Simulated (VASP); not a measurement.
# Hf3B (Pm-3n) in VASP: notebook, part 2 of 2

VASP 6.6.1. Earlier steps stand in the parts before.

### 4 Single point, PBE

This run uses another cell than the first one, of 14.91 Å³/atom, 0.832 times its volume.

Input file INCAR:

```
SYSTEM = Hf3B
PREC     = Accurate       ! precision mode
ENCUT    = 520            ! plane-wave cutoff, eV
EDIFF    = 1E-7           ! SCF threshold, eV
ISMEAR   = 0              ! smearing method
SIGMA    = 0.1            ! smearing width, eV
LREAL    = .False.        ! projectors in reciprocal space
LASPH    = .True.         ! aspherical terms in the spheres
NELM     = 60             ! most SCF steps
ALGO     = Fast           ! electronic algorithm
ISIF     = 2              ! what is computed and relaxed
LWAVE    = .False.        ! write WAVECAR
LCHARG   = .False.        ! write CHGCAR
GGA      = PE             ! functional
NBANDS   = 43             ! bands
```

Input file KPOINTS:

```
Automatic mesh
0
Gamma
  4 4 4
  0 0 0
```

Input file POSCAR:

```
Hf3B
1.0
    4.9221253200      0.0000000000      0.0000000000
    0.0000000000      4.9221253200      0.0000000000
    0.0000000000      0.0000000000      4.9221253200
Hf B
6 2
Direct
    0.2500000000      0.0000000000      0.5000000000
    0.7500000000      0.0000000000      0.5000000000
    0.0000000000      0.5000000000      0.2500000000
    0.0000000000      0.5000000000      0.7500000000
    0.5000000000      0.7500000000      0.0000000000
    0.5000000000      0.2500000000      0.0000000000
    0.0000000000      0.0000000000      0.0000000000
    0.5000000000      0.5000000000      0.5000000000
```

Potentials or basis: VASP PAW PBE potentials, release 64 (Hf_pv, B).

Command:

```sh
> cat potpaw_PBE.64/Hf_pv/POTCAR potpaw_PBE.64/B/POTCAR > POTCAR
> mpirun -np 1 vasp_std > vasp.out
```

OUTCAR:

```text
SYSTEM = Hf3B
   PREC = Accurate
   ENCUT = 520
   EDIFF = 1E-7
   ISMEAR = 0
   LREAL = .False.
   LASPH = .True.
   NELM = 60
   ISIF = 2
   GGA = PE

 ion  position               nearest neighbor table
   1  0.250  0.000  0.500-   2 2.46   2 2.46   8 2.75   7 2.75   8 2.75   7 2.75   4 3.01   5 3.01
                             6 3.01   5 3.01   3 3.01   4 3.01   6 3.01   3 3.01
   2  0.750  0.000  0.500-   1 2.46   1 2.46   8 2.75   7 2.75   8 2.75   7 2.75   4 3.01   5 3.01
                             6 3.01   5 3.01   3 3.01   4 3.01   6 3.01   3 3.01
   3  0.000  0.500  0.250-   4 2.46   4 2.46   8 2.75   7 2.75   7 2.75   8 2.75   1 3.01   5 3.01
                             1 3.01   2 3.01   6 3.01   5 3.01   6 3.01   2 3.01
   4  0.000  0.500  0.750-   3 2.46   3 2.46   8 2.75   7 2.75   7 2.75   8 2.75   1 3.01   5 3.01
                             1 3.01   2 3.01   6 3.01   5 3.01   6 3.01   2 3.01
   5  0.500  0.750  0.000-   6 2.46   6 2.46   8 2.75   8 2.75   7 2.75   7 2.75   3 3.01   1 3.01
                             2 3.01   4 3.01   1 3.01   3 3.01   4 3.01   2 3.01
   6  0.500  0.250  0.000-   5 2.46   5 2.46   8 2.75   8 2.75   7 2.75   7 2.75   3 3.01   1 3.01
                             2 3.01   4 3.01   1 3.01   3 3.01   4 3.01   2 3.01
[... 200 lines left out ...]
      3     -24.9411      2.00000
      4     -23.9924      2.00000
      5     -23.9924      2.00000
      6     -23.9924      2.00000
[... 449 lines left out ...]
     42       8.0916      0.00000
     43      11.4790      0.00000

------------------------ aborting loop because EDIFF is reached ----------------------------------------

  FORCE on cell =-STRESS in cart. coord.  units (eV):
  Direction    XX          YY          ZZ          XY          YZ          ZX
  --------------------------------------------------------------------------------------
  -------------------------------------------------------------------------------------
  Total       23.7036033     23.7036033     23.7036033      0.0000000      0.0000000      0.0000000
  in kB      318.4688438    318.4688438    318.4688438      0.0000000      0.0000000      0.0000000
  external PRESSURE =     318.4688438 kB  Pullay stress =       0.0000000 kB

 VOLUME and BASIS-vectors are now :
 -----------------------------------------------------------------------------
  energy-cutoff  :      520.00
  volume of cell :      119.25
      direct lattice vectors                 reciprocal lattice vectors
     4.922125320  0.000000000  0.000000000     0.203164271  0.000000000  0.000000000
     0.000000000  4.922125320  0.000000000     0.000000000  0.203164271  0.000000000
     0.000000000  0.000000000  4.922125320     0.000000000  0.000000000  0.203164271

 POSITION                                       TOTAL-FORCE (eV/Angst)
 -----------------------------------------------------------------------------------
      1.23053      0.00000      2.46106        -0.000000      0.000000     -0.000000
      3.69159      0.00000      2.46106         0.000000      0.000000      0.000000
      0.00000      2.46106      1.23053        -0.000000     -0.000000     -0.000000
      0.00000      2.46106      3.69159         0.000000     -0.000000      0.000000
      2.46106      3.69159      0.00000        -0.000000      0.000000     -0.000000
      2.46106      1.23053      0.00000        -0.000000     -0.000000      0.000000
      0.00000      0.00000      0.00000         0.000000      0.000000      0.000000
      2.46106      2.46106      2.46106         0.000000      0.000000      0.000000
 -----------------------------------------------------------------------------------
    total drift:                               -0.000000     -0.000000      0.000000

  FREE ENERGIE OF THE ION-ELECTRON SYSTEM (eV)
  ---------------------------------------------------
  free  energy   TOTEN  =       -68.1119067978 eV

  energy  without entropy=      -68.0728264241  energy(sigma->0) =      -68.09236661
```

OSZICAR:

```text
N       E                     dE             d eps       ncg     rms          rms(c)
DAV:   1     0.296191101877E+03    0.29619E+03   -0.36594E+04   860   0.152E+03
DAV:   2    -0.505082502343E+02   -0.34670E+03   -0.33194E+03   986   0.381E+02
DAV:   3    -0.700711834347E+02   -0.19563E+02   -0.18326E+02  1128   0.562E+01
DAV:   4    -0.704829041413E+02   -0.41172E+00   -0.40781E+00  1040   0.757E+00
DAV:   5    -0.704899334273E+02   -0.70293E-02   -0.70196E-02  1040   0.993E-01    0.127E+02
RMM:   6    -0.683279502591E+02    0.21620E+01   -0.51740E+00   945   0.656E+00    0.784E+01
RMM:   7    -0.681988034683E+02    0.12915E+00   -0.34632E+00  1004   0.691E+00    0.605E+00
RMM:   8    -0.681135438288E+02    0.85260E-01   -0.29476E-01   962   0.249E+00    0.225E+00
RMM:   9    -0.681129066530E+02    0.63718E-03   -0.77884E-02  1038   0.905E-01    0.714E-01
RMM:  10    -0.681118505112E+02    0.10561E-02   -0.15775E-02  1029   0.383E-01    0.248E-01
RMM:  11    -0.681119661602E+02   -0.11565E-03   -0.27060E-03  1166   0.148E-01    0.130E-01
RMM:  12    -0.681118948718E+02    0.71288E-04   -0.55869E-04  1082   0.619E-02    0.396E-02
RMM:  13    -0.681119063286E+02   -0.11457E-04   -0.10263E-04  1207   0.295E-02    0.210E-02
RMM:  14    -0.681119061335E+02    0.19506E-06   -0.12484E-05  1045   0.943E-03    0.952E-03
RMM:  15    -0.681119068353E+02   -0.70182E-06   -0.18154E-06   910   0.479E-03    0.581E-03
RMM:  16    -0.681119067978E+02    0.37496E-07   -0.41490E-07   800   0.179E-03
   1 F= -.68111907E+02 E0= -.68092367E+02  d E =-.390804E-01
```

It took 60 s on 1 thread of Intel Xeon 6975P-C, shared host; peak memory 0.25 GiB.

What came out:

```yaml
Free_energy: -68.1119 eV
Pressure: 31.8 GPa
Band_gap_on_the_k_mesh: zero (band 33 reaches 7.66 eV, above the bottom of band 34 at 5.85 eV)
```

Caveat: spin-orbit coupling is left out, which moves the levels of the heavy elements.

### 5 Overview

```tsv
task	cell	k mesh	cutoff (eV)	gap on the mesh (eV)	pressure (GPa)
relaxation of cell and atoms	relaxed from a = 5.234 Å, 8 atoms	8 × 8 × 8	600	none	0.0
single point	a = 5.234 Å, 8 atoms	4 × 4 × 4	520	none	-0.4
single point	a = 4.922 Å, 8 atoms	4 × 4 × 4	520	none	31.8
```

Alike in all rows: level PBE; potentials or basis VASP PAW PBE potentials, release 64 (Hf_pv, B); no spin polarisation; smearing gaussian 0.1 eV.

Caveats: spin-orbit coupling is left out, which moves the levels of the heavy elements.

Absolute energies hang on the potentials; compare differences alone.
